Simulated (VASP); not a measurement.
AlN: single point with PBEsol

AlN:

```xyz
4
Lattice="3.1136 0.0000 0.0000 -1.5568 2.6964 0.0000 0.0000 0.0000 4.9831" Properties=species:S:1:pos:R:3 pbc="T T T"
Al    0.0000    1.7976   -0.2205
Al    1.5568    0.8988    2.2711
N     0.0000    1.7976    2.1241
N     1.5568    0.8988    4.6156
```

This cell differs from its parent crystal: atoms moved along the polar distortion.

```json
{"Program": "VASP 6.6.1", "Task": "single point", "Functional": "PBEsol", "Potentials or basis": "VASP PAW PBE potentials, release 64 (Al, N)", "Cutoff": "520 eV", "k mesh": "12 × 12 × 8", "Occupations": "gaussian, width 0.01 eV", "Spin": "no spin polarisation", "Dipole correction": "no", "Further INCAR settings": "ALGO = Normal; EDIFF = 1e-07; NBANDS = 16"}
```

```yaml
Pressure: 7.5 GPa
Largest_force: 0.830 eV/Å
Band_gap_on_the_k_mesh: 2.80 eV
```

Forces on the atoms (eV/Å):
```
Al   0.000  0.000  0.830
Al   0.000  0.000  0.830
N    0.000  0.000 -0.830
N    0.000  0.000 -0.830
```

Stress tensor (GPa, compression positive):
```
 17.34   0.00   0.00
  0.00  17.34   0.00
  0.00   0.00 -12.29
```

Levels at points of the mesh, in eV from the valence-band top:
```
           k point  band 4  band 5  band 6  band 7  band 8  band 9  band 10  band 11  band 12  band 13
(0.00, 0.00, 0.00)   -2.47   -2.47   -1.82   -1.82    0.00    2.80     5.67     9.82     9.82     9.83
(0.50, 0.00, 0.00)   -5.57   -4.02   -3.55   -2.25   -2.20    4.85     5.40     6.14     8.92     9.72
(0.00, 0.00, 0.50)   -3.98   -2.15   -2.15   -2.15   -2.15    5.60     5.60     9.06     9.06    10.15
(0.50, 0.00, 0.50)   -6.86   -2.95   -2.95   -1.98   -1.98    4.34     4.34     7.31     7.31    10.25
```

Wall time 72 s on 1 thread of Intel Xeon 8259CL (shared host), peak memory 0.19 GiB.

Caveat: the cell differs from its parent crystal (atoms moved along the polar distortion); the stress differs along the axes, from -12 to 17 GPa; the PAW data sets were made with another functional, which shifts forces and pressure a little. A k mesh can miss the band edges.
